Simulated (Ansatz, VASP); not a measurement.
# TiAl: VASP beside Ansatz

```
Ti Al
1.0
     3.17129    0.00000    0.00000
     0.00000    3.17129    0.00000
     0.00000    0.00000    3.17129
Ti Al
1 1
Cartesian
  1.5856 1.5856 1.5856
  0.0000 0.0000 0.0000
```

Alike in both runs: functional r2SCAN; k mesh 14 × 14 × 14; occupations gaussian, width 0.1 eV; no spin polarisation.

Ansatz relaxed the structure, and its values are those at the end. VASP's run is a single point on that final structure, the one shown.

```csv
,VASP,Ansatz
version,VASP 6.6.1,Ansatz 0.2.0
potentials or method,"VASP PAW PBE potentials, release 64 (Ti_sv, Al), cutoff 520 eV","scalar-relativistic, plane waves, PAW"
valence electrons in the cell,15,15
```

VASP gave:

```
gap on the k mesh at the Fermi level (eV) : none
pressure (GPa)                            : 0.1
```

Question: Estimate Ansatz's values.

Answer: gap on the k mesh at the Fermi level (eV): none; pressure (GPa): 0.0.

VASP's potentials were made for PBE, not for r2SCAN. A gap of «none» marks a metal or a gap that the smearing closes. With one functional, cell and mesh, what is left measures potentials, basis and numerics.
